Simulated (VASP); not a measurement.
# WC (pbe) (P-6m2) in VASP: a series of runs

WC (pbe) is run at these levels: PBE; tasks: single point, relaxation of cell and atoms.

Program: VASP 6.6.1. These are calculated values, not measurements. Logs are shortened: lines on timing, memory, paths and dates and some standing lists are left out, and cuts for length are marked.

## (1) The cell of the first run

Symmetry: P-6m2, No. 187, hexagonal system. The conventional cell has a = 2.923 Å, b = 2.923 Å, c = 2.846 Å, α = 90.00°, β = 90.00°, γ = 120.00°. Within 2.9 Å of W (site symmetry -6m2) lie 6 C at 2.21 Å and 2 W at 2.85 Å. Within 2.9 Å of C (site symmetry -6m2) lie 6 W at 2.21 Å and 2 C at 2.85 Å.

## (2) Single point, PBE

The input, INCAR:

```
SYSTEM = WC
PREC     = Accurate       ! precision mode
ENCUT    = 520            ! plane-wave cutoff, eV
EDIFF    = 1E-7           ! SCF threshold, eV
ISMEAR   = -1             ! smearing method
SIGMA    = 0.15           ! smearing width, eV
LREAL    = .FALSE.        ! projectors in reciprocal space
LASPH    = .TRUE.         ! aspherical terms in the spheres
NELM     = 60             ! most SCF steps
ALGO     = Normal         ! electronic algorithm
ISIF     = 2              ! what is computed and relaxed
LWAVE    = .FALSE.        ! write WAVECAR
LCHARG   = .TRUE.         ! write CHGCAR
GGA      = PE             ! functional
LELF     = .TRUE.         ! ELF
LVHAR    = .TRUE.       
NBANDS   = 16             ! bands
```

The input, KPOINTS:

```
regular mesh
0
G
  18 18 14
  0 0 0
```

The input, POSCAR:

```
WC
1.0
    2.9229083686      0.0000000000      0.0000000000
   -1.4614541843      2.5313129001      0.0000000000
    0.0000000000      0.0000000000      2.8460220617
W C
1 1
Direct
    0.0000000000      0.0000000000      0.0000000000
    0.6666666667      0.3333333333      0.5000000000
```

Potentials or basis: VASP PAW PBE potentials, release 64 (W_sv, C).

Run with:

```sh
cat potpaw_PBE.64/W_sv/POTCAR potpaw_PBE.64/C/POTCAR > POTCAR
mpirun -np 1 vasp_std > vasp.out
```

OUTCAR:

```text
SYSTEM = WC
   PREC = Accurate
   ENCUT = 520
   EDIFF = 1E-7
   ISMEAR = -1
   LREAL = .FALSE.
   LASPH = .TRUE.
   NELM = 60
   ISIF = 2
   GGA = PE

 ion  position               nearest neighbor table
   1  0.000  0.000  0.000-   2 2.21   2 2.21   2 2.21   2 2.21   2 2.21   2 2.21
   2  0.667  0.333  0.500-   1 2.21   1 2.21   1 2.21   1 2.21   1 2.21   1 2.21

  LATTYP: Found a hexagonal cell.
 ALAT       =     2.9229083686
 C/A-ratio  =     0.9736952729

  Lattice vectors:

 A1 = (   2.9229083686,   0.0000000000,   0.0000000000)
 A2 = (  -1.4614541843,   2.5313129001,   0.0000000000)
 A3 = (   0.0000000000,   0.0000000000,   2.8460220617)

Analysis of symmetry for initial positions (statically):
=====================================================================
 Subroutine PRICEL returns:
 Original cell was already a primitive cell.

 Routine SETGRP: Setting up the symmetry group for a
 hexagonal supercell.

 Subroutine GETGRP returns: Found 12 space group operations
 (whereof 12 operations were pure point group operations)
 out of a pool of 24 trial point group operations.

The static configuration has the point symmetry D_3h.

Analysis of symmetry for dynamics (positions and initial velocities):
=====================================================================
 Subroutine PRICEL returns:
 Original cell was already a primitive cell.

 Routine SETGRP: Setting up the symmetry group for a
 hexagonal supercell.

 Subroutine GETGRP returns: Found 12 space group operations
 (whereof 12 operations were pure point group operations)
 out of a pool of 24 trial point group operations.

The dynamic configuration has the point symmetry D_3h.

 Subroutine INISYM returns: Found 12 space group operations
 (whereof 12 operations are pure point group operations),
 and found     1 'primitive' translations

----------------------------------------------------------------------------------------

                                     Primitive cell

  volume of cell :      21.0571

  direct lattice vectors                    reciprocal lattice vectors
     2.922908369  0.000000000  0.000000000     0.342124991  0.197525956  0.000000000
    -1.461454184  2.531312900  0.000000000     0.000000000  0.395051912  0.000000000
     0.000000000  0.000000000  2.846022062     0.000000000  0.000000000  0.351367621

  length of vectors
     2.922908369  2.922908369  2.846022062     0.395051912  0.395051912  0.351367621

  position of ions in fractional coordinates (direct lattice)
     0.000000000  0.000000000  0.000000000
     0.666666667  0.333333333  0.500000000

  ion indices of the primitive-cell ions
   primitive index   ion index
                 1           1
                 2           2

----------------------------------------------------------------------------------------

 KPOINTS: regular mesh

Automatic generation of k-mesh.
 Grid dimensions read from file:
 generate k-points for:   18   18   14

 Generating k-lattice:

  Cartesian coordinates                     Fractional coordinates (reciprocal lattice)
     0.019006944  0.010973664  0.000000000     0.055555556 -0.000000000  0.000000000
     0.000000000  0.021947328  0.000000000     0.000000000  0.055555556  0.000000000
     0.000000000  0.000000000  0.025097687     0.000000000  0.000000000  0.071428571

  Length of vectors
     0.021947328  0.021947328  0.025097687

  Shift w.r.t. Gamma in fractional coordinates (k-lattice)
     0.000000000  0.000000000  0.000000000

 Subroutine IBZKPT returns following result:
 ===========================================

 Found    296 irreducible k-points:

 Following reciprocal coordinates:
            Coordinates               Weight
  0.000000  0.000000  0.000000      1.000000
  0.055556  0.000000  0.000000      6.000000
  0.111111  0.000000  0.000000      6.000000
  0.166667  0.000000  0.000000      6.000000
  0.222222  0.000000  0.000000      6.000000
  0.277778  0.000000  0.000000      6.000000
[... 16 lines left out ...]
  0.333333  0.111111  0.000000     12.000000
  0.388889  0.111111  0.000000     12.000000
 [... further k-points ...]
   k-points           NKPTS =    296   k-points in BZ     NKDIM =    296   number of bands    NBANDS=     16
   number of dos      NEDOS =    301   number of ions     NIONS =      2
   total plane-waves  NPLWV =  13824
   dimension x,y,z NGX =    24 NGY =   24 NGZ =   24
   dimension x,y,z NGXF=    48 NGYF=   48 NGZF=   48
   ions per type =               1   1
   NGX,Y,Z   is equivalent  to a cutoff of  13.65, 13.65, 14.02 a.u.
   NGXF,Y,Z  is equivalent  to a cutoff of  27.30, 27.30, 28.04 a.u.
 SYSTEM =  WC
   PREC   = accura    normal or accurate (medium, high low for compatibility)
   ISTART =      0    job   : 0-new  1-cont  2-samecut
   ICHARG =      2    charge: 1-file 2-atom 10-const
   ISPIN  =      1    spin polarized calculation?
   LNONCOLLINEAR =      F non collinear calculations
[... 108 lines left out ...]
  band No.  band energies     occupation
      1     -63.1353      2.00000
      2     -27.3711      2.00000
      3     -27.1195      2.00000
      4     -27.0925      2.00000
      5      -2.3100      2.00000
      6       5.7054      2.00000
[... 8 lines left out ...]
     15      24.5871      0.00000
     16      29.0872      0.00000

 k-point     6 :       0.2778    0.0000    0.0000
  band No.  band energies     occupation
      1     -63.1260      2.00000
      2     -27.5039      2.00000
      3     -27.1508      2.00000
      4     -27.0744      2.00000
      5      -1.7656      2.00000
      6       5.1541      2.00000
[... 8 lines left out ...]
     15      25.1014      0.00000
     16      28.4769      0.00000

 k-point     7 :       0.3333    0.0000    0.0000
  band No.  band energies     occupation
      1     -63.1172      2.00000
      2     -27.6264      2.00000
      3     -27.1800      2.00000
      4     -27.0573      2.00000
      5      -1.2034      2.00000
      6       4.6630      2.00000
[... 8 lines left out ...]
     15      25.6300      0.00000
     16      27.3856      0.00000

 k-point     8 :       0.3889    0.0000    0.0000
  band No.  band energies     occupation
      1     -63.1100      2.00000
      2     -27.7247      2.00000
      3     -27.2037      2.00000
      4     -27.0434      2.00000
      5      -0.6910      2.00000
      6       4.2668      2.00000
[... 8 lines left out ...]
     15      24.8894      0.00000
     16      27.6923      0.00000

 k-point     9 :       0.4444    0.0000    0.0000
  band No.  band energies     occupation
      1     -63.1053      2.00000
      2     -27.7882      2.00000
      3     -27.2191      2.00000
      4     -27.0343      2.00000
      5      -0.3171      2.00000
      6       3.9993      2.00000
[... 8 lines left out ...]
     15      23.9041      0.00000
     16      28.4476      0.00000
[... 172 lines left out ...]
 k-point    19 :       0.1111    0.1111    0.0000
  band No.  band energies     occupation
      1     -63.1402      2.00000
      2     -27.2933      2.00000
      3     -27.1119      2.00000
      4     -27.1018      2.00000
      5      -2.5735      2.00000
      6       6.0324      2.00000
[... 8 lines left out ...]
     15      24.4798      0.00000
     16      28.9291      0.00000

 k-point    20 :       0.1667    0.1111    0.0000
  band No.  band energies     occupation
      1     -63.1320      2.00000
      2     -27.4031      2.00000
      3     -27.1489      2.00000
      4     -27.0858      2.00000
      5      -2.1106      2.00000
      6       5.5504      2.00000
[... 8 lines left out ...]
     15      24.7055      0.00000
     16      28.9587      0.00000

 k-point    21 :       0.2222    0.1111    0.0000
  band No.  band energies     occupation
      1     -63.1232      2.00000
      2     -27.5175      2.00000
      3     -27.1886      2.00000
      4     -27.0688      2.00000
      5      -1.5783      2.00000
      6       5.0710      2.00000
[... 8 lines left out ...]
     15      25.2353      0.00000
     16      28.2574      0.00000

 k-point    22 :       0.2778    0.1111    0.0000
  band No.  band energies     occupation
      1     -63.1149      2.00000
      2     -27.6231      2.00000
      3     -27.2259      2.00000
      4     -27.0528      2.00000
      5      -1.0261      2.00000
      6       4.6435      2.00000
[... 8 lines left out ...]
     15      25.8262      0.00000
     16      27.2668      0.00000

 k-point    23 :       0.3333    0.1111    0.0000
  band No.  band energies     occupation
      1     -63.1082      2.00000
      2     -27.7080      2.00000
      3     -27.2562      2.00000
      4     -27.0397      2.00000
      5      -0.5213      2.00000
      6       4.2997      2.00000
[... 8 lines left out ...]
     15      25.3147      0.00000
     16      27.5185      0.00000

 k-point    24 :       0.3889    0.1111    0.0000
  band No.  band energies     occupation
      1     -63.1037      2.00000
      2     -27.7628      2.00000
      3     -27.2759      2.00000
      4     -27.0311      2.00000
      5      -0.1526      2.00000
      6       4.0690      2.00000
[... 8 lines left out ...]
     15      24.4665      0.00000
     16      28.1901      0.00000

 [... further k-points ...]
[... 5 lines left out ...]
  --------------------------------------------------------------------------------------
  -------------------------------------------------------------------------------------
  Total        0.1207729      0.1207729      0.1559442      0.0000000     -0.0000000      0.0000000
  in kB        9.1892660      9.1892660     11.8653463      0.0000000     -0.0000000      0.0000000
  external PRESSURE =      10.0812928 kB  Pullay stress =       0.0000000 kB

 VOLUME and BASIS-vectors are now :
 -----------------------------------------------------------------------------
  energy-cutoff  :      520.00
  volume of cell :       21.06
      direct lattice vectors                 reciprocal lattice vectors
     2.922908369  0.000000000  0.000000000     0.342124991  0.197525956  0.000000000
    -1.461454184  2.531312900  0.000000000     0.000000000  0.395051912  0.000000000
     0.000000000  0.000000000  2.846022062     0.000000000  0.000000000  0.351367621

 POSITION                                       TOTAL-FORCE (eV/Angst)
 -----------------------------------------------------------------------------------
      0.00000      0.00000      0.00000         0.000000     -0.000000      0.000000
      1.46145      0.84377      1.42301        -0.000000      0.000000      0.000000
 -----------------------------------------------------------------------------------
    total drift:                                0.000000     -0.000000      0.000000

  FREE ENERGIE OF THE ION-ELECTRON SYSTEM (eV)
  ---------------------------------------------------
  free  energy   TOTEN  =       -22.4604345822 eV

  energy  without entropy=      -22.4367888958  energy(sigma->0) =      -22.44861174
```

It took 47 s on 1 thread of Intel Xeon Platinum 8488C (Sapphire Rapids), shared host; peak memory 0.22 GiB.

Results:

```yaml
Free_energy: -22.4604 eV
Pressure: 1.0 GPa
Band_gap_on_the_k_mesh: zero (band 9 reaches 11.51 eV, above the bottom of band 10 at 10.31 eV)
```

Levels at points of the mesh, in eV from the Fermi level:
| k point | band 6 | band 7 | band 8 | band 9 | band 10 | band 11 | band 12 | band 13 |
| --- | --- | --- | --- | --- | --- | --- | --- | --- |
| (0.00, 0.00, 0.00) | -4.27 | -3.33 | -3.33 | 0.07 | 3.13 | 3.13 | 5.51 | 5.51 |
| (0.50, 0.00, 0.00) | -7.01 | -3.57 | -3.54 | -0.52 | 2.27 | 4.39 | 4.73 | 6.74 |
| (0.00, 0.00, 0.50) | -8.59 | -2.04 | -2.04 | -0.60 | -0.60 | 3.61 | 4.43 | 4.43 |
| (0.50, 0.00, 0.50) | -6.40 | -4.30 | -4.19 | 0.22 | 4.29 | 5.17 | 6.46 | 8.99 |

Caveat: spin-orbit coupling is left out, which moves the levels of the heavy elements.

## (3) Relaxation of cell and atoms, PBE

The input, INCAR:

```
SYSTEM = WC
PREC = Accurate ; ENCUT = 600
EDIFF = 1E-6 ; ISMEAR = 0
SIGMA = 0.1 ; LREAL = .False.
LASPH = .True. ; NELM = 100
ALGO = Normal ; ISIF = 3
LWAVE = .False. ; LCHARG = .False.
GGA = PE ; IBRION = 2
NSW = 100 ; EDIFFG = -0.002
```

The input, KPOINTS:

```
Automatic mesh
0
Gamma
  18 18 14
  0 0 0
```

The input, POSCAR:

```
WC
1.0
    2.9224655567      0.0000000000      0.0000000000
   -1.4612327784      2.5309294138      0.0000000000
    0.0000000000      0.0000000000      2.8463897378
W C
1 1
Direct
    0.0000000000      0.0000000000      0.0000000000
    0.6666666667      0.3333333333      0.5000000000
```

Potentials or basis: VASP PAW PBE potentials, release 64 (W_sv, C).

Run with:

```sh
cat potpaw_PBE.64/W_sv/POTCAR potpaw_PBE.64/C/POTCAR > POTCAR
mpirun -np 1 vasp_std > vasp.out
```

Wall time 2.6 min (1 thread of Intel Xeon Platinum 8488C (Sapphire Rapids), shared host); peak memory 0.24 GiB.

Results (log left out):

```yaml
Free_energy: -22.4510 eV
Relaxed_volume: 10.55 Å³/atom
Relaxed_cell: a = 2.924 Å, b = 2.924 Å, c = 2.850 Å, α = 90.00°, β = 90.00°, γ = 120.00°
Space_group_after_relaxing_to_0.05_Å: P-6m2 (No. 187)
Energy_gained_by_relaxing: 0.1 meV/atom
Ionic_steps: 16
Pressure_after_relaxing: 0.0 GPa
Band_gap_on_the_k_mesh: zero (band 9 reaches 11.47 eV, above the bottom of band 10 at 10.28 eV)
```

Step by step:
```
step  energy change (eV)  largest force (eV/Å)  pressure (GPa)  volume (Å³)
   1              0.0000                0.0000            0.91        21.05
   2              0.0010                0.0000           -2.47        21.24
   3             -0.0002                0.0000           -0.03        21.10
   4             -0.0002                0.0000           -0.02        21.10
   5             -0.0002                0.0000           -0.01        21.10
   6             -0.0002                0.0000            0.05        21.10
   7             -0.0002                0.0000            0.04        21.10
   8             -0.0002                0.0000            0.05        21.10
   9             -0.0002                0.0000            0.05        21.10
  10             -0.0002                0.0000            0.04        21.10
  11             -0.0002                0.0000            0.03        21.10
  12             -0.0002                0.0000            0.03        21.10
  13             -0.0002                0.0000            0.03        21.10
  14             -0.0002                0.0000           -0.04        21.10
  15             -0.0002                0.0000           -0.03        21.10
  16             -0.0002                0.0000           -0.01        21.10
```

Final structure:
```yaml
crystal:
  lattice:
    - [2.92405, 0.00000, 0.00000]
    - [-1.46203, 2.53230, 0.00000]
    - [0.00000, 0.00000, 2.84972]
  atoms:
    - { symbol: W, position: [0.00000, 0.00000, 0.00000] }
    - { symbol: C, position: [0.66667, 0.33333, 0.50000] }
```

Levels at points of the mesh, in eV from the Fermi level:
| k point | band 5 | band 6 | band 7 | band 8 | band 9 | band 10 | band 11 | band 12 | band 13 |
| --- | --- | --- | --- | --- | --- | --- | --- | --- | --- |
| (0.00, 0.00, 0.00) | -14.31 | -4.20 | -3.26 | -3.26 | 0.11 | 3.17 | 3.17 | 5.55 | 5.55 |
| (0.50, 0.00, 0.00) | -11.02 | -6.94 | -3.52 | -3.48 | -0.46 | 2.31 | 4.43 | 4.77 | 6.78 |
| (0.00, 0.00, 0.50) | -10.37 | -8.53 | -1.97 | -1.97 | -0.55 | -0.55 | 3.63 | 4.49 | 4.49 |
| (0.50, 0.00, 0.50) | -11.17 | -6.34 | -4.23 | -4.14 | 0.27 | 4.33 | 5.20 | 6.50 | 9.02 |

Caveat: spin-orbit coupling is left out, which moves the levels of the heavy elements.

## (4) Relaxation of cell and atoms, PBE

The input, INCAR:

```
SYSTEM = WC
  PREC = Accurate
  ENCUT = 600
  EDIFF = 1E-7
  ISMEAR = -1
  SIGMA = 0.15
  LREAL = .FALSE.
  LASPH = .TRUE.
  NELM = 100
  ALGO = Normal
  ISIF = 3
  LWAVE = .FALSE.
  LCHARG = .FALSE.
  GGA = PE
  IBRION = 2
  NSW = 80
  EDIFFG = -0.001
```

The input, KPOINTS:

```
Automatic mesh
0
G
  18 18 14
  0 0 0
```

The input, POSCAR:

```
WC
1.0
    2.9218847921      0.0000000000      0.0000000000
   -1.4609423961      2.5304264569      0.0000000000
    0.0000000000      0.0000000000      2.8472479463
W C
1 1
Direct
    0.0000000000      0.0000000000      0.0000000000
    0.6666666667      0.3333333333      0.5000000000
```

Run with:

```sh
cat potpaw_PBE.64/W_sv/POTCAR potpaw_PBE.64/C/POTCAR > POTCAR
mpirun -np 1 vasp_std > vasp.out
```

Wall time 2.8 min (1 thread of Intel Xeon Platinum 8488C (Sapphire Rapids), shared host); peak memory 0.24 GiB.

It converged, with:

```
Free energy                            : -22.4615 eV
Relaxed volume                         : 10.55 Å³/atom
Relaxed cell                           : a = 2.925 Å, b = 2.925 Å, c = 2.849 Å, α = 90.00°, β = 90.00°, γ = 120.00°
Space group after relaxing (to 0.05 Å) : P-6m2 (No. 187)
Energy gained by relaxing              : 0.1 meV/atom
Ionic steps                            : 10
Pressure after relaxing                : 0.0 GPa
Band gap on the k mesh                 : zero (band 9 reaches 11.47 eV, above the bottom of band 10 at 10.28 eV)
```

The path:
| step | energy change (eV) | largest force (eV/Å) | pressure (GPa) | volume (Å³) |
| --- | --- | --- | --- | --- |
| 1 | 0.0000 | 0.0000 | 1.00 | 21.05 |
| 2 | 0.0010 | 0.0000 | -2.58 | 21.25 |
| 3 | -0.0002 | 0.0000 | -0.01 | 21.11 |
| 4 | -0.0002 | 0.0000 | -0.01 | 21.11 |
| 5 | 0.0001 | 0.0000 | -1.32 | 21.18 |
| 6 | -0.0002 | 0.0000 | -0.05 | 21.11 |
| 7 | -0.0002 | 0.0000 | -0.02 | 21.11 |
| 8 | -0.0002 | 0.0000 | -0.03 | 21.11 |
| 9 | -0.0002 | 0.0000 | 0.04 | 21.10 |
| 10 | -0.0002 | 0.0000 | 0.01 | 21.11 |

Final structure:
```
CELL_PARAMETERS angstrom
2.92507 0.00000 0.00000
-1.46253 2.53318 0.00000
0.00000 0.00000 2.84855
ATOMIC_POSITIONS crystal
W 0.00000 0.00000 0.00000
C 0.66667 0.33333 0.50000
```

Levels at points of the mesh, in eV from the Fermi level:
```csv
k point,band 5,band 6,band 7,band 8,band 9,band 10,band 11,band 12,band 13
"(0.00, 0.00, 0.00)",-14.36,-4.25,-3.32,-3.32,0.06,3.12,3.12,5.50,5.50
"(0.50, 0.00, 0.00)",-11.08,-7.00,-3.56,-3.53,-0.51,2.26,4.38,4.71,6.73
"(0.00, 0.00, 0.50)",-10.42,-8.58,-2.03,-2.03,-0.60,-0.60,3.60,4.43,4.43
"(0.50, 0.00, 0.50)",-11.22,-6.39,-4.28,-4.19,0.22,4.27,5.15,6.44,8.97
```

Caveat: spin-orbit coupling is left out, which moves the levels of the heavy elements.

## (5) The runs side by side

| task | cell | cutoff (eV) | smearing | gap on the mesh (eV) | pressure (GPa) | relaxed volume (Å³/atom) |
| --- | --- | --- | --- | --- | --- | --- |
| single point | a = 2.923, b = 2.923, c = 2.846 Å, angles 90.0, 90.0, 120.0°, 2 atoms | 520 | fermi-dirac 0.15 eV | none | 1.0 | - |
| relaxation of cell and atoms | relaxed from a = 2.922, b = 2.922, c = 2.846 Å, angles 90.0, 90.0, 120.0°, 2 atoms | 600 | gaussian 0.1 eV | none | 0.0 | 10.55 |
| relaxation of cell and atoms | relaxed from a = 2.922, b = 2.922, c = 2.847 Å, angles 90.0, 90.0, 120.0°, 2 atoms | 600 | fermi-dirac 0.15 eV | none | 0.0 | 10.55 |

Alike in all rows: level PBE; potentials or basis VASP PAW PBE potentials, release 64 (W_sv, C); no spin polarisation; k mesh 18 × 18 × 14.

Caveats: spin-orbit coupling is left out, which moves the levels of the heavy elements.

Total energies depend on the potentials used, so only differences within one code and one set of settings carry meaning.
